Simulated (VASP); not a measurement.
A run of VASP 6.6.1:

The input INCAR:

```
PREC = Accurate
ENCUT = 520
EDIFF = 1E-6
ISMEAR = -1
SIGMA = 0.08
LREAL = False
LASPH = True
NELM = 80
ALGO = Normal
ISIF = 2
LWAVE = False
LCHARG = False
GGA = PE
NBANDS = 15
```

Contents of KPOINTS:

```
Automatic mesh
0
Gamma
  15 15 14
```

POSCAR

```
TaN
1.0
    2.9505141135      0.0000000000      0.0000000000
   -1.4752570568      2.5552201765      0.0000000000
    0.0000000000      0.0000000000      2.8979419819
Ta N
1 1
Direct
    0.0000000000      0.0000000000      0.0000000000
    0.3333333333      0.6666666667      0.5000000000
```

Potentials or basis: VASP PAW PBE potentials, release 64 (Ta_pv, N).

Command:

```bash
$ cat potpaw_PBE.64/Ta_pv/POTCAR potpaw_PBE.64/N/POTCAR > POTCAR
$ mpirun -np 1 vasp_std > vasp.out
```

Hardware: 1 thread of Intel Xeon 6975P-C, with other jobs on the host.

How long does it take, and how much memory?

Run time: 52 s on 1 thread of Intel Xeon 6975P-C, on a shared host, peak memory 0.2 GiB. Counts: scf iterations 13, k points 216.
